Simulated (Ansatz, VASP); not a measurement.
## One calculation of SnC2, two programs

```
CELL_PARAMETERS angstrom
-2.03507 2.03507 3.29801
2.03507 -2.03507 3.29801
2.03507 2.03507 -3.29801
ATOMIC_POSITIONS crystal
Sn 0.00000 0.00000 0.00000
C 0.59627 0.59627 0.00000
C 0.40373 0.40373 0.00000
```

Alike in both runs: functional PBE; k mesh 10 × 10 × 10; no spin polarisation.

Ansatz relaxed the structure, and its values are those at the end. VASP's run is a single point on that final structure, the one shown.

|  | VASP | Ansatz |
| --- | --- | --- |
| version | VASP 6.6.1 | Ansatz 0.2.0 |
| potentials or method | VASP PAW PBE potentials, release 64 (Sn_d, C), cutoff 520 eV | scalar-relativistic, plane waves, PAW |
| occupations | gaussian, width 0.01 eV | fixed |
| valence electrons in the cell | 22 | 22 |

|  | VASP | Ansatz | Ansatz less VASP |
| --- | --- | --- | --- |
| gap on the k mesh at the Fermi level (eV) | 0.94 | 0.95 | +0.004 |
| least direct gap on the mesh (eV) | 1.70 | 1.70 | -0.004 |
| pressure (GPa) | 0.1 | 0.0 | -0.10 |
| rms of the force components (eV/Å) | 0.052 | 0.000 | -0.0515 |
